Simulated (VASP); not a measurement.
# TaAs (I4_1md) in VASP: single point with PBE

Aim: the single point of TaAs with PBE.

All numbers are computed with VASP 6.6.1; they aren't measurements. Logs are shortened: lines on timing, memory, paths and dates and some standing lists are left out, and cuts for length are marked.

## 1. The cell of the first run

It takes space group I4_1md (No. 109, tetragonal). Conventional cell: a = 3.461 Å, b = 3.461 Å, c = 11.752 Å, α = 90.00°, β = 90.00°, γ = 90.00°. Within 3.5 Å of Ta (site symmetry 2mm) lie 6 As at 2.62 to 2.63 Å and 8 Ta at 3.41 to 3.46 Å. As (site symmetry 2mm) has 6 Ta at 2.62 to 2.63 Å and 8 As at 3.41 to 3.46 Å within 3.5 Å.

## 2. Single point, PBE, collinear spin

INCAR reads:

```
  ALGO = Normal
  EDIFF = 1E-6
  ENCUT = 520
  GGA = PE
  ISIF = 2
  ISMEAR = 0
  ISPIN = 2
  LASPH = T
  LCHARG = T
  LELF = T
  LMAXMIX = 4
  LORBIT = 11
  LREAL = F
  LVHAR = T
  LWAVE = F
  MAGMOM = 1 1 0 0
  NBANDS = 28
  NELM = 150
  PREC = Accurate
  SIGMA = 0.05
```

KPOINTS reads:

```
k-points
0
Gamma
  8 8 8
```

POSCAR reads:

```
TaAs
1.0
   -1.7304335788      1.7304335788      5.8761075212
    1.7304335788     -1.7304335788      5.8761075212
    1.7304335788      1.7304335788     -5.8761075212
Ta As
2 2
Direct
    0.5001395440      1.0001395440      0.5000000000
    0.7501395440      0.7501395440      0.0000000000
    0.0824598760      0.5824598760      0.5000000000
    0.3324598760      0.3324598760      0.0000000000
```

Potentials or basis: VASP PAW PBE potentials, release 64 (Ta_pv, As).

Launch:

```
cat potpaw_PBE.64/Ta_pv/POTCAR potpaw_PBE.64/As/POTCAR > POTCAR
mpirun -np 1 vasp_std > vasp.out
```

OUTCAR:

```text
EDIFF = 1E-6
   ENCUT = 520
   GGA = PE
   ISIF = 2
   ISMEAR = 0
   ISPIN = 2
   LASPH = T
   LORBIT = 11
   LREAL = F
   NELM = 150
   PREC = Accurate

 ion  position               nearest neighbor table
   1  0.500  0.000  0.500-   4 2.62   4 2.62   3 2.63   3 2.63   3 2.63   3 2.63   2 3.41   2 3.41
                             2 3.41   2 3.41
   2  0.750  0.750  0.000-   3 2.62   3 2.62   4 2.63   4 2.63   4 2.63   4 2.63   1 3.41   1 3.41
                             1 3.41   1 3.41
   3  0.082  0.582  0.500-   2 2.62   2 2.62   1 2.63   1 2.63   1 2.63   1 2.63
   4  0.332  0.332  0.000-   1 2.62   1 2.62   2 2.63   2 2.63   2 2.63   2 2.63

  LATTYP: Found a body centered tetragonal cell.
 ALAT       =     3.4608671576
 C/A-ratio  =     3.3957428896

  Lattice vectors:

 A1 = (  -1.7304335788,   1.7304335788,   5.8761075212)
 A2 = (   1.7304335788,  -1.7304335788,   5.8761075212)
 A3 = (   1.7304335788,   1.7304335788,  -5.8761075212)

Analysis of symmetry for initial positions (statically):
=====================================================================
 Subroutine PRICEL returns:
 Original cell was already a primitive cell.

 Routine SETGRP: Setting up the symmetry group for a
 body centered tetragonal supercell.

 Subroutine GETGRP returns: Found  8 space group operations
 (whereof  4 operations were pure point group operations)
 out of a pool of 16 trial point group operations.

The static configuration has the point symmetry C_2v.
 The point group associated with its full space group is C_4v.

Analysis of symmetry for dynamics (positions and initial velocities):
=====================================================================
 Subroutine PRICEL returns:
 Original cell was already a primitive cell.

 Routine SETGRP: Setting up the symmetry group for a
 body centered tetragonal supercell.

 Subroutine GETGRP returns: Found  8 space group operations
 (whereof  4 operations were pure point group operations)
 out of a pool of 16 trial point group operations.

The dynamic configuration has the point symmetry C_2v.
 The point group associated with its full space group is C_4v.

Analysis of structural, dynamic, and magnetic symmetry:
=====================================================================
 Subroutine PRICEL returns:
 Original cell was already a primitive cell.

 Routine SETGRP: Setting up the symmetry group for a
 body centered tetragonal supercell.

 Subroutine GETGRP returns: Found  8 space group operations
 (whereof  4 operations were pure point group operations)
 out of a pool of 16 trial point group operations.

The overall configuration has the point symmetry C_2v.
 The point group associated with its full space group is C_4v.

 Subroutine INISYM returns: Found  8 space group operations
 (whereof  4 operations are pure point group operations),
 and found     1 'primitive' translations

----------------------------------------------------------------------------------------

                                     Primitive cell

  volume of cell :      70.3817

  direct lattice vectors                    reciprocal lattice vectors
    -1.730433579  1.730433579  5.876107521     0.000000000  0.288944925  0.085090342
     1.730433579 -1.730433579  5.876107521     0.288944925  0.000000000  0.085090342
     1.730433579  1.730433579 -5.876107521     0.288944925  0.288944925  0.000000000

  length of vectors
     6.365331126  6.365331126  6.365331126     0.301213439  0.301213439  0.408629831

  position of ions in fractional coordinates (direct lattice)
     0.500139544  0.000139544  0.500000000
     0.750139544  0.750139544  0.000000000
     0.082459876  0.582459876  0.500000000
     0.332459876  0.332459876  0.000000000

  ion indices of the primitive-cell ions
   primitive index   ion index
                 1           1
                 2           2
                 3           3
                 4           4

----------------------------------------------------------------------------------------

 KPOINTS: k-points

Automatic generation of k-mesh.
 Grid dimensions read from file:
 generate k-points for:    8    8    8

 Generating k-lattice:

  Cartesian coordinates                     Fractional coordinates (reciprocal lattice)
     0.000000000  0.036118116  0.010636293     0.125000000  0.000000000  0.000000000
     0.036118116  0.000000000  0.010636293     0.000000000  0.125000000  0.000000000
     0.036118116  0.036118116  0.000000000     0.000000000  0.000000000  0.125000000

  Length of vectors
     0.037651680  0.037651680  0.051078729

  Shift w.r.t. Gamma in fractional coordinates (k-lattice)
     0.000000000  0.000000000  0.000000000

 Subroutine IBZKPT returns following result:
 ===========================================

 Found     59 irreducible k-points:

 Following reciprocal coordinates:
            Coordinates               Weight
  0.000000  0.000000  0.000000      1.000000
  0.125000  0.000000  0.000000      8.000000
  0.250000  0.000000  0.000000      8.000000
  0.375000 -0.000000  0.000000      8.000000
  0.500000  0.000000  0.000000      4.000000
  0.125000  0.125000  0.000000      8.000000
[... 16 lines left out ...]
  0.250000  0.125000  0.125000     16.000000
  0.375000  0.125000  0.125000      8.000000
 [... further k-points ...]
   k-points           NKPTS =     59   k-points in BZ     NKDIM =     59   number of bands    NBANDS=     28
   number of dos      NEDOS =    301   number of ions     NIONS =      4
   total plane-waves  NPLWV = 110592
   dimension x,y,z NGX =    48 NGY =   48 NGZ =   48
   dimension x,y,z NGXF=    96 NGYF=   96 NGZF=   96
   ions per type =               2   2
   NGX,Y,Z   is equivalent  to a cutoff of  12.54, 12.54, 12.54 a.u.
   NGXF,Y,Z  is equivalent  to a cutoff of  25.07, 25.07, 25.07 a.u.
 SYSTEM =  unknown system
   PREC   = accura    normal or accurate (medium, high low for compatibility)
   ISTART =      0    job   : 0-new  1-cont  2-samecut
   ICHARG =      2    charge: 1-file 2-atom 10-const
   ISPIN  =      2    spin polarized calculation?
   LNONCOLLINEAR =      F non collinear calculations
   LSORBIT =      F    spin-orbit coupling
   LASPH  =      T    aspherical Exc in radial PAW
   ENCUT  =  520.0 eV  38.22 Ry    6.18 a.u.  11.84 11.84 11.84*2*pi/ulx,y,z
   NELM   =    150;   NELMIN=  2; NELMDL= -5     # of ELM steps
   EDIFF  = 0.1E-05   stopping-criterion for ELM
   LREAL  =      F    real-space projection
   EDIFFG = 0.1E-04   stopping-criterion for IOM
   NSW    =      0    number of steps for IOM
   IBRION =     -1    ionic relax: 0-MD 1-quasi-New 2-CG
   NFREE  =      0    steps in history (QN), initial steepest desc. (CG)
   ISIF   =      2    stress and relaxation
   ISYM   =      2    0-nonsym 1-usesym 2-fastsym
   POTIM  = 0.5000    time-step for ionic-motion
   TEBEG  =    0.0;   TEEND  =   0.0 temperature during run
   PSTRESS=    0.0 pullay stress
   NELECT =      32.0000    total number of electrons
   NUPDOWN=      -1.0000    fix difference up-down
   EMIN   =  10.00;   EMAX   =-10.00  energy-range for DOS
   EFERMI =   0.00;   METHOD = LEGACY
   ISMEAR =     0;   SIGMA  =   0.05  broadening in eV -4-tet -1-fermi 0-gaus
   EFERMI_NEDOS =   21; number of points for ismear=-14 and -15
   IALGO  =     38    algorithm
   IMIX   =      4    mixing-type and parameters
     AMIX     =   0.40;   BMIX     =  1.00
     AMIX_MAG =   1.60;   BMIX_MAG =  1.00
  volume/ion in A,a.u.               =      17.60       118.74
  Fermi-wavevector in a.u.,A,eV,Ry     =   1.258843  2.378869 21.560964  1.584686
  Thomas-Fermi vector in A             =   2.392433
   LORBIT       =     11    0 simple, 1 ext, 2 COOP (PROOUT), +10 PAW based schemes
   GGA     = PE    functional components
   LHFCALC =     F    Hartree Fock is set to
   AEXX    =    0.0000 exact exchange contribution
   IVDW    =     0    specifies the selected vdW correction
   LEPSILON=     F    determine dielectric tensor
   LRPA    =     F    only Hartree local field effects (RPA)
 spin polarized calculation
 Gauss-broadening in eV      SIGMA  =   0.05
  energy-cutoff  :      520.00
  volume of cell :       70.38
 maximum number of plane-waves:      1930
   NGX = 23   NGY = 23   NGZ = 23

 number of electron      32.0000002 magnetization       0.0010814

 number of electron      32.0000002 magnetization      -0.0002806

 Free energy of the ion-electron system (eV)
  ---------------------------------------------------
  ext. energy  EPLUGINS =         0.00000000
  ---------------------------------------------------
  free energy    TOTEN  =       -35.10223339 eV

  energy without entropy =      -35.10068309  energy(sigma->0) =      -35.10145824

 E-fermi :   6.8927     XC(G=0): -11.8539

 val. band max:        6.8694733654   @ k =  -0.2500   0.2500   0.2500
 cond. band min:       6.9177735150   @ k =  -0.2500   0.5000   0.2500
 fundamental gap:      0.0483001496
 Fermi energy:         6.8926785450

 spin component 1

 k-point     1 :       0.0000    0.0000    0.0000
  band No.  band energies     occupation
      1     -28.1353      1.00000
      2     -28.1050      1.00000
      3     -28.1050      1.00000
      4     -27.9610      1.00000
      5     -27.9610      1.00000
      6     -27.9075      1.00000
[... 733 lines left out ...]
     27      14.9927      0.00000
     28      16.1562      0.00000

 [... further k-points ...]

 spin component 2

 k-point     1 :       0.0000    0.0000    0.0000
  band No.  band energies     occupation
      1     -28.1353      1.00000
      2     -28.1051      1.00000
      3     -28.1051      1.00000
      4     -27.9610      1.00000
      5     -27.9610      1.00000
      6     -27.9075      1.00000
[... 733 lines left out ...]
     27      14.9926      0.00000
     28      16.1631      0.00000

 [... further k-points ...]

------------------------ aborting loop because EDIFF is reached ----------------------------------------

  FORCE on cell =-STRESS in cart. coord.  units (eV):
  Direction    XX          YY          ZZ          XY          YZ          ZX
  --------------------------------------------------------------------------------------
  -------------------------------------------------------------------------------------
  Total        0.2227450      0.2227450      0.1693410      0.0000000      0.0000000      0.0000000
  in kB        5.0705955      5.0705955      3.8548999      0.0000000      0.0000000      0.0000000
  external PRESSURE =       4.6653636 kB  Pullay stress =       0.0000000 kB

 VOLUME and BASIS-vectors are now :
 -----------------------------------------------------------------------------
  energy-cutoff  :      520.00
  volume of cell :       70.38
      direct lattice vectors                 reciprocal lattice vectors
    -1.730433579  1.730433579  5.876107521     0.000000000  0.288944925  0.085090342
     1.730433579 -1.730433579  5.876107521     0.288944925  0.000000000  0.085090342
     1.730433579  1.730433579 -5.876107521     0.288944925  0.288944925  0.000000000

 POSITION                                       TOTAL-FORCE (eV/Angst)
 -----------------------------------------------------------------------------------
      0.00000      1.73043      0.00164        -0.000000     -0.000000      0.000973
      0.00000      0.00000      8.81580         0.000000      0.000000      0.000973
      1.73043      0.00000      0.96909        -0.000000      0.000000     -0.000973
      0.00000      0.00000      3.90714         0.000000     -0.000000     -0.000973
 -----------------------------------------------------------------------------------
    total drift:                                0.000000      0.000000      0.000023

  FREE ENERGIE OF THE ION-ELECTRON SYSTEM (eV)
  ---------------------------------------------------
  free  energy   TOTEN  =       -35.1022333928 eV

  energy  without entropy=      -35.1006830863  energy(sigma->0) =      -35.10145824

 total charge

# of ion       s       p       d       tot
------------------------------------------
    1        0.275   6.156   2.378   8.809
    2        0.275   6.156   2.378   8.809
    3        1.188   1.666   0.080   2.935
    4        1.188   1.666   0.080   2.935
--------------------------------------------------
tot          2.926  15.644   4.916  23.486

 magnetization (x)

# of ion       s       p       d       tot
------------------------------------------
    1       -0.000  -0.000  -0.000  -0.000
    2       -0.000  -0.000  -0.000  -0.000
    3        0.000   0.000  -0.000   0.000
    4        0.000   0.000  -0.000   0.000
--------------------------------------------------
tot          0.000   0.000  -0.000  -0.000
```

It took 5.7 min on 1 thread of AMD EPYC 9R45 (Zen 5), shared host; peak memory 0.48 GiB.

Results:

```yaml
Free_energy: -35.1022 eV
Pressure: 0.5 GPa
Band_gap_on_the_k_mesh: zero (filled and empty bands overlap)
Net_moment: 0.00 μB per cell
Valence_electrons_inside_the_program's_atomic_spheres: Ta 8.81; As 2.94
```

Levels at points of the mesh, in eV from the Fermi level:
Spin up:
```tsv
k point	band 14	band 15	band 16	band 17	band 18	band 19
(0.00, 0.00, 0.00)	-1.93	-1.65	-1.65	0.86	1.51	2.28
(0.50, 0.00, 0.00)	-2.32	-1.57	-0.29	0.10	1.33	2.19
(0.50, 0.50, 0.00)	-3.20	-1.15	-1.15	2.72	2.72	2.99
(0.50, 0.50, 0.50)	-2.78	-0.97	-0.97	1.17	1.17	2.24
```
Spin down:
```tsv
k point	band 12	band 13	band 14	band 15	band 16	band 17	band 18	band 19	band 20	band 21
(0.00, 0.00, 0.00)	-2.48	-2.34	-1.93	-1.65	-1.65	0.86	1.51	2.28	3.01	3.01
(0.50, 0.00, 0.00)	-3.42	-2.45	-2.32	-1.57	-0.29	0.10	1.33	2.19	2.38	2.96
(0.50, 0.50, 0.00)	-5.06	-3.20	-3.20	-1.15	-1.15	2.72	2.72	2.99	2.99	3.71
(0.50, 0.50, 0.50)	-2.88	-2.78	-2.78	-0.97	-0.97	1.17	1.17	2.24	2.24	3.00
```

Caveat: spin-orbit coupling is left out, which moves the levels of the heavy elements.
